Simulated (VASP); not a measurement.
A run of VASP 6.6.1 is set up as follows.

Contents of INCAR:

```
ALGO = Normal
EDIFF = 1E-6
ENCUT = 520
GGA = PE
ISIF = 2
ISMEAR = 0
LASPH = True
LCHARG = True
LELF = True
LREAL = False
LVHAR = True
LWAVE = False
NBANDS = 16
NELM = 80
PREC = Accurate
SIGMA = 0.05
```

The input KPOINTS:

```
k-points
0
Gamma
  12 12 6
```

Contents of POSCAR:

```
AlN
1.0
    3.1302395629      0.0000000000      0.0704303902
   -1.5651197815      2.7108669814     -0.0352151951
    0.1129045422      0.0000000000      5.0179796548
Al N
2 2
Direct
    0.3333333333      0.6666666667      0.0017287175
    0.6666666667      0.3333333333      0.5017287175
    0.3333333333      0.6666666667      0.3832712825
    0.6666666667      0.3333333333      0.8832712825
```

Potentials or basis: VASP PAW PBE potentials, release 64 (Al, N).

Command:

```sh
$ cat potpaw_PBE.64/Al/POTCAR potpaw_PBE.64/N/POTCAR > POTCAR
$ mpirun -np 1 vasp_std > vasp.out
```

Problem. Estimate the largest force.

Solution. 0.222 eV/Å.

Problem. Estimate the pressure.

Solution. -0.1 GPa.

Stress tensor (GPa, compression positive):
```
-0.22  0.00 -5.61
 0.00 -0.19  0.00
-5.61  0.00  0.06
```

Caveat: the cell differs from its parent crystal (strain +0.0450 x Voigt [0, 0, 0, 0, 1, 0]).
